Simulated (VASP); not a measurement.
Set up this calculation in VASP 6.6.1, as the native input.

| Item | Value |
| --- | --- |
| Task | single point |
| Functional | r2SCAN |
| Potentials or basis | VASP PAW PBE potentials, release 64 (Ag) |
| Cutoff | 520 eV |
| k mesh | 13 × 13 × 13 |
| Occupations | gaussian, width 0.03 eV |
| Spin | no spin polarisation |
| Dipole correction | no |
| Further INCAR settings | ALGO = Normal; EDIFF = 1e-06; NBANDS = 12 |

The system is Ag.

```
Ag
1.0
     0.00000    2.05190    2.05190
     2.05190    0.00000    2.05190
     2.05190    2.05190    0.00000
Ag
1
Direct
  0.00000 0.00000 0.00000
```

The input as run:

POSCAR

```
Ag
1.0
    0.0000000000      2.0519023311      2.0519023311
    2.0519023311      0.0000000000      2.0519023311
    2.0519023311      2.0519023311      0.0000000000
Ag
1
Direct
    0.0000000000      0.0000000000      0.0000000000
```

INCAR.step1

```
SYSTEM = Ag
PREC = Accurate
ENCUT = 520
ISMEAR = 0
SIGMA = 0.03
LREAL = .FALSE.
LASPH = .TRUE.
NELM = 80
NBANDS = 12
GGA = PE
ALGO = Normal
EDIFF = 1E-4
LWAVE = .TRUE.
LCHARG = .FALSE.
```

INCAR.step2

```
SYSTEM = Ag
PREC = Accurate
ENCUT = 520
EDIFF = 1E-6
ISMEAR = 0
SIGMA = 0.03
LREAL = .FALSE.
LASPH = .TRUE.
NELM = 80
ALGO = Normal
ISIF = 2
LWAVE = .FALSE.
LCHARG = .FALSE.
METAGGA = R2SCAN
LMIXTAU = .TRUE.
NBANDS = 12
ISTART = 1
```

KPOINTS

```
Automatic mesh
0
G
  13 13 13
  0 0 0
```

Potentials or basis: VASP PAW PBE potentials, release 64 (Ag).

Run with:

```bash
$ cat potpaw_PBE.64/Ag/POTCAR > POTCAR
$ cp INCAR.step1 INCAR
$ mpirun -np 1 vasp_std > vasp.out
$ cp INCAR.step2 INCAR
$ mpirun -np 1 vasp_std > vasp.out
```

Results of the run:

- Pressure: -0.1 GPa

Caveat: the PAW data sets were made with another functional, which shifts forces and pressure a little.

Wall time 34 s on 1 thread of Intel Xeon 6975P-C (shared host), peak memory 0.15 GiB.
